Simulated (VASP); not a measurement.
# CaSe (F-43m) in VASP: further runs

Aim: see how the results for CaSe move with the level of theory and the settings. Levels: PBE, HSE06. Tasks: single point.

Everything below comes from runs of VASP 6.6.1. Logs are shortened: lines on timing, memory, paths and dates and some standing lists are left out, and cuts for length are marked.

**1. The cell of the first run**

The structure is cubic, space group F-43m (No. 216). The conventional cell has a = 6.559 Å, b = 6.559 Å, c = 6.559 Å, α = 90.00°, β = 90.00°, γ = 90.00°. Within 3.7 Å of Ca (site symmetry -43m) lie 4 Se at 2.84 Å. Within 3.7 Å of Se (site symmetry -43m) lie 4 Ca at 2.84 Å.

**2. Single point, PBE**

The input, INCAR:

```
SYSTEM = CaSe
PREC = Accurate
ENCUT = 520
EDIFF = 1E-6
ISMEAR = 0
SIGMA = 0.01
LREAL = .False.
LASPH = .True.
NELM = 60
ALGO = Normal
ISIF = 2
LWAVE = .False.
LCHARG = .True.
GGA = PE
LELF = .True.
LVHAR = .True.
NBANDS = 15
```

The input, KPOINTS:

```
Automatic mesh
0
Gamma
  6 6 6
  0 0 0
```

The input, POSCAR:

```
CaSe
1.0
    0.0000000000      3.2795613712      3.2795613712
    3.2795613712      0.0000000000      3.2795613712
    3.2795613712      3.2795613712      0.0000000000
Ca Se
1 1
Direct
    0.0000000000      0.0000000000      0.0000000000
    0.2500000000      0.2500000000      0.2500000000
```

Potentials or basis: VASP PAW PBE potentials, release 64 (Ca_sv, Se).

Command:

```console
$ cat potpaw_PBE.64/Ca_sv/POTCAR potpaw_PBE.64/Se/POTCAR > POTCAR
$ mpirun -np 1 vasp_std > vasp.out
```

OUTCAR:

```text
SYSTEM = CaSe
   PREC = Accurate
   ENCUT = 520
   EDIFF = 1E-6
   ISMEAR = 0
   LREAL = .False.
   LASPH = .True.
   NELM = 60
   ISIF = 2
   GGA = PE

 ion  position               nearest neighbor table
   1  0.000  0.000  0.000-   2 2.84   2 2.84   2 2.84   2 2.84
   2  0.250  0.250  0.250-   1 2.84   1 2.84   1 2.84   1 2.84

  LATTYP: Found a face centered cubic cell.
 ALAT       =     6.5591227424

  Lattice vectors:

 A1 = (   0.0000000000,   3.2795613712,   3.2795613712)
 A2 = (   3.2795613712,   0.0000000000,   3.2795613712)
 A3 = (   3.2795613712,   3.2795613712,   0.0000000000)

Analysis of symmetry for initial positions (statically):
=====================================================================
 Subroutine PRICEL returns:
 Original cell was already a primitive cell.

 Routine SETGRP: Setting up the symmetry group for a
 face centered cubic supercell.

 Subroutine GETGRP returns: Found 24 space group operations
 (whereof 24 operations were pure point group operations)
 out of a pool of 48 trial point group operations.

The static configuration has the point symmetry T_d .

Analysis of symmetry for dynamics (positions and initial velocities):
=====================================================================
 Subroutine PRICEL returns:
 Original cell was already a primitive cell.

 Routine SETGRP: Setting up the symmetry group for a
 face centered cubic supercell.

 Subroutine GETGRP returns: Found 24 space group operations
 (whereof 24 operations were pure point group operations)
 out of a pool of 48 trial point group operations.

The dynamic configuration has the point symmetry T_d .

 Subroutine INISYM returns: Found 24 space group operations
 (whereof 24 operations are pure point group operations),
 and found     1 'primitive' translations

----------------------------------------------------------------------------------------

                                     Primitive cell

  volume of cell :      70.5468

  direct lattice vectors                    reciprocal lattice vectors
     0.000000000  3.279561371  3.279561371    -0.152459413  0.152459413  0.152459413
     3.279561371  0.000000000  3.279561371     0.152459413 -0.152459413  0.152459413
     3.279561371  3.279561371  0.000000000     0.152459413  0.152459413 -0.152459413

  length of vectors
     4.638000170  4.638000170  4.638000170     0.264067449  0.264067449  0.264067449

  position of ions in fractional coordinates (direct lattice)
     0.000000000  0.000000000  0.000000000
     0.250000000  0.250000000  0.250000000

  ion indices of the primitive-cell ions
   primitive index   ion index
                 1           1
                 2           2

----------------------------------------------------------------------------------------

 KPOINTS: Automatic mesh

Automatic generation of k-mesh.
 Grid dimensions read from file:
 generate k-points for:    6    6    6

 Generating k-lattice:

  Cartesian coordinates                     Fractional coordinates (reciprocal lattice)
    -0.025409902  0.025409902  0.025409902     0.166666667  0.000000000  0.000000000
     0.025409902 -0.025409902  0.025409902     0.000000000  0.166666667  0.000000000
     0.025409902  0.025409902 -0.025409902     0.000000000  0.000000000  0.166666667

  Length of vectors
     0.044011241  0.044011241  0.044011241

  Shift w.r.t. Gamma in fractional coordinates (k-lattice)
     0.000000000  0.000000000  0.000000000

 Subroutine IBZKPT returns following result:
 ===========================================

 Found     16 irreducible k-points:

 Following reciprocal coordinates:
            Coordinates               Weight
  0.000000  0.000000  0.000000      1.000000
  0.166667  0.000000  0.000000      8.000000
  0.333333  0.000000  0.000000      8.000000
  0.500000  0.000000  0.000000      4.000000
  0.166667  0.166667  0.000000      6.000000
  0.333333  0.166667  0.000000     24.000000
[... 8 lines left out ...]
 -0.333333  0.333333  0.166667     24.000000
 -0.333333  0.500000  0.166667     12.000000
   k-points           NKPTS =     16   k-points in BZ     NKDIM =     16   number of bands    NBANDS=     15
   number of dos      NEDOS =    301   number of ions     NIONS =      2
   total plane-waves  NPLWV =  46656
   dimension x,y,z NGX =    36 NGY =   36 NGZ =   36
   dimension x,y,z NGXF=    72 NGYF=   72 NGZF=   72
   ions per type =               1   1
   NGX,Y,Z   is equivalent  to a cutoff of  12.90, 12.90, 12.90 a.u.
   NGXF,Y,Z  is equivalent  to a cutoff of  25.81, 25.81, 25.81 a.u.
 SYSTEM =  CaSe
   PREC   = accura    normal or accurate (medium, high low for compatibility)
   ISTART =      0    job   : 0-new  1-cont  2-samecut
   ICHARG =      2    charge: 1-file 2-atom 10-const
   ISPIN  =      1    spin polarized calculation?
   LNONCOLLINEAR =      F non collinear calculations
   LSORBIT =      F    spin-orbit coupling
   LASPH  =      T    aspherical Exc in radial PAW
   ENCUT  =  520.0 eV  38.22 Ry    6.18 a.u.   8.62  8.62  8.62*2*pi/ulx,y,z
   NELM   =     60;   NELMIN=  2; NELMDL= -5     # of ELM steps
   EDIFF  = 0.1E-05   stopping-criterion for ELM
   LREAL  =      F    real-space projection
   EDIFFG = 0.1E-04   stopping-criterion for IOM
   NSW    =      0    number of steps for IOM
   IBRION =     -1    ionic relax: 0-MD 1-quasi-New 2-CG
   NFREE  =      0    steps in history (QN), initial steepest desc. (CG)
   ISIF   =      2    stress and relaxation
   ISYM   =      2    0-nonsym 1-usesym 2-fastsym
   POTIM  = 0.5000    time-step for ionic-motion
   TEBEG  =    0.0;   TEEND  =   0.0 temperature during run
   PSTRESS=    0.0 pullay stress
   NELECT =      16.0000    total number of electrons
   NUPDOWN=      -1.0000    fix difference up-down
   EMIN   =  10.00;   EMAX   =-10.00  energy-range for DOS
   EFERMI =   0.00;   METHOD = LEGACY
   ISMEAR =     0;   SIGMA  =   0.01  broadening in eV -4-tet -1-fermi 0-gaus
   EFERMI_NEDOS =   21; number of points for ismear=-14 and -15
   IALGO  =     38    algorithm
   IMIX   =      4    mixing-type and parameters
     AMIX     =   0.40;   BMIX     =  1.00
     AMIX_MAG =   1.60;   BMIX_MAG =  1.00
  volume/ion in A,a.u.               =      35.27       238.04
  Fermi-wavevector in a.u.,A,eV,Ry     =   0.998364  1.886635 13.561354  0.996731
  Thomas-Fermi vector in A             =   2.130583
   LORBIT       =      0    0 simple, 1 ext, 2 COOP (PROOUT), +10 PAW based schemes
   GGA     = PE    functional components
   LHFCALC =     F    Hartree Fock is set to
   AEXX    =    0.0000 exact exchange contribution
   IVDW    =     0    specifies the selected vdW correction
   LEPSILON=     F    determine dielectric tensor
   LRPA    =     F    only Hartree local field effects (RPA)
 non-spin polarized calculation
 Gauss-broadening in eV      SIGMA  =   0.01
  energy-cutoff  :      520.00
  volume of cell :       70.55
 maximum number of plane-waves:      1917
 NGX is ok and might be reduce to    36
   NGX = 17   NGY = 17   NGZ = 17

 number of electron      16.0000003 magnetization

 Free energy of the ion-electron system (eV)
  ---------------------------------------------------
  ext. energy  EPLUGINS =         0.00000000
  ---------------------------------------------------
  free energy    TOTEN  =        -8.96772864 eV

  energy without entropy =       -8.96772864  energy(sigma->0) =       -8.96772864

 E-fermi :  -0.2048     XC(G=0):  -7.6212

 val. band max:       -0.3057045354   @ k =  -0.3333   0.1667   0.0000
 cond. band min:       2.9008148872   @ k =   0.0000   0.0000   0.0000
 fundamental gap:      3.2065194226
 Fermi energy:        -0.2047937584

 k-point     1 :       0.0000    0.0000    0.0000
  band No.  band energies     occupation
      1     -39.3614      2.00000
      2     -20.3784      2.00000
      3     -20.3784      2.00000
      4     -20.3784      2.00000
      5     -10.6312      2.00000
      6      -0.3990      2.00000
      7      -0.3990      2.00000
      8      -0.3990      2.00000
      9       2.9008      0.00000
     10       5.0767      0.00000
     11       5.0767      0.00000
     12       7.0948      0.00000
     13       7.0948      0.00000
     14       7.0948      0.00000
     15       8.7926      0.00000

 k-point     2 :       0.1667    0.0000    0.0000
  band No.  band energies     occupation
      1     -39.3609      2.00000
      2     -20.3897      2.00000
      3     -20.3798      2.00000
      4     -20.3798      2.00000
      5     -10.5671      2.00000
      6      -0.8011      2.00000
      7      -0.3752      2.00000
      8      -0.3752      2.00000
      9       3.6653      0.00000
     10       4.9602      0.00000
     11       4.9602      0.00000
     12       6.6275      0.00000
     13       7.0721      0.00000
     14       7.0721      0.00000
     15       8.1066      0.00000

 k-point     3 :       0.3333    0.0000    0.0000
  band No.  band energies     occupation
      1     -39.3600      2.00000
      2     -20.4121      2.00000
      3     -20.3826      2.00000
      4     -20.3826      2.00000
      5     -10.4374      2.00000
      6      -1.3277      2.00000
      7      -0.3349      2.00000
      8      -0.3349      2.00000
      9       4.7008      0.00000
     10       4.9813      0.00000
     11       4.9813      0.00000
     12       5.8090      0.00000
     13       6.5535      0.00000
     14       6.5535      0.00000
     15       7.8665      0.00000
[... 199 lines left out ...]
 k-point    15 :      -0.3333    0.3333    0.1667
  band No.  band energies     occupation
      1     -39.3591      2.00000
      2     -20.4195      2.00000
      3     -20.3965      2.00000
      4     -20.3888      2.00000
      5     -10.3094      2.00000
      6      -1.1690      2.00000
      7      -0.8552      2.00000
      8      -0.3503      2.00000
      9       3.7417      0.00000
     10       4.7400      0.00000
     11       5.3756      0.00000
     12       6.1649      0.00000
     13       6.4318      0.00000
     14       7.4020      0.00000
     15       8.7212      0.00000

 k-point    16 :      -0.3333    0.5000    0.1667
  band No.  band energies     occupation
      1     -39.3590      2.00000
      2     -20.4217      2.00000
      3     -20.3959      2.00000
      4     -20.3917      2.00000
      5     -10.2883      2.00000
      6      -1.2885      2.00000
      7      -0.6932      2.00000
      8      -0.3864      2.00000
      9       3.4117      0.00000
     10       4.6837      0.00000
     11       5.6076      0.00000
     12       5.8891      0.00000
     13       6.3775      0.00000
     14       8.0218      0.00000
     15       8.8647      0.00000

------------------------ aborting loop because EDIFF is reached ----------------------------------------

  FORCE on cell =-STRESS in cart. coord.  units (eV):
  Direction    XX          YY          ZZ          XY          YZ          ZX
  --------------------------------------------------------------------------------------
  -------------------------------------------------------------------------------------
  Total        0.2439519      0.2439519      0.2439519     -0.0000000     -0.0000000      0.0000000
  in kB        5.5403543      5.5403543      5.5403543     -0.0000000     -0.0000000      0.0000000
  external PRESSURE =       5.5403543 kB  Pullay stress =       0.0000000 kB

 VOLUME and BASIS-vectors are now :
 -----------------------------------------------------------------------------
  energy-cutoff  :      520.00
  volume of cell :       70.55
      direct lattice vectors                 reciprocal lattice vectors
     0.000000000  3.279561371  3.279561371    -0.152459413  0.152459413  0.152459413
     3.279561371  0.000000000  3.279561371     0.152459413 -0.152459413  0.152459413
     3.279561371  3.279561371  0.000000000     0.152459413  0.152459413 -0.152459413

 POSITION                                       TOTAL-FORCE (eV/Angst)
 -----------------------------------------------------------------------------------
      0.00000      0.00000      0.00000        -0.000000     -0.000000     -0.000000
      1.63978      1.63978      1.63978         0.000000      0.000000      0.000000
 -----------------------------------------------------------------------------------
    total drift:                                0.000000      0.000000      0.000000

  FREE ENERGIE OF THE ION-ELECTRON SYSTEM (eV)
  ---------------------------------------------------
  free  energy   TOTEN  =        -8.9677286412 eV

  energy  without entropy=       -8.9677286412  energy(sigma->0) =       -8.96772864
```

Run time: 23 s. Hardware: 1 thread of AMD EPYC 7R13 (Zen 3), shared host; peak memory 0.18 GiB.

What came out:

| Property | Result |
| --- | --- |
| Free energy | -8.9677 eV |
| Pressure | 0.6 GPa |
| Band gap on the k mesh | 3.21 eV, indirect (least direct gap 3.30 eV) |

**3. Single point, HSE06**

POSCAR is that of step 2.

The input, INCAR.step1:

```
PREC = Accurate ; ENCUT = 520
EDIFF = 1E-5 ; ISMEAR = 0
SIGMA = 0.01 ; LREAL = False
LASPH = True ; NELM = 60
ALGO = Normal ; ISIF = 2
LWAVE = True ; NBANDS = 15
GGA = PE
```

The input, INCAR.step2:

```
PREC = Accurate ; ENCUT = 520
EDIFF = 1E-6 ; ISMEAR = 0
SIGMA = 0.01 ; LREAL = False
LASPH = True ; NELM = 60
ALGO = Normal ; ISIF = 2
LWAVE = False ; LCHARG = True
GGA = PE ; LHFCALC = True
HFSCREEN = 0.2079 ; PRECFOCK = Normal
LELF = True ; LVHAR = True
NBANDS = 15 ; ISTART = 1
```

The input, KPOINTS:

```
regular mesh
0
Gamma
  4 4 4
```

Potentials or basis: VASP PAW PBE potentials, release 64 (Ca_sv, Se).

Command:

```console
$ cat potpaw_PBE.64/Ca_sv/POTCAR potpaw_PBE.64/Se/POTCAR > POTCAR
$ cp INCAR.step1 INCAR
$ mpirun -np 1 vasp_std > vasp.out
$ cp INCAR.step2 INCAR
$ mpirun -np 1 vasp_std > vasp.out
```

It took 7.5 min on 1 thread of AMD EPYC 7R13 (Zen 3), shared host; peak memory 0.29 GiB.

The run converged. Its results:

- Free energy: -10.1318 eV
- Pressure: 0.3 GPa
- Band gap on the k mesh: 4.09 eV, indirect (least direct gap 4.17 eV)

Levels at points of the mesh, in eV from the valence-band top:
```
           k point  band 4  band 5  band 6  band 7  band 8  band 9  band 10  band 11  band 12  band 13
(0.00, 0.00, 0.00)  -21.60  -11.31   -0.08   -0.08   -0.08    4.09     6.85     6.85     8.96     8.96
(0.50, 0.00, 0.00)  -21.61  -11.00   -1.35   -0.01   -0.01    6.22     6.88     6.88     6.97     7.88
(0.50, 0.50, 0.00)  -21.62  -10.91   -1.36   -0.08   -0.08    4.50     6.18     7.66     7.66     7.80
```

Caveat: the PAW data sets were made with another functional, which shifts forces and pressure a little.
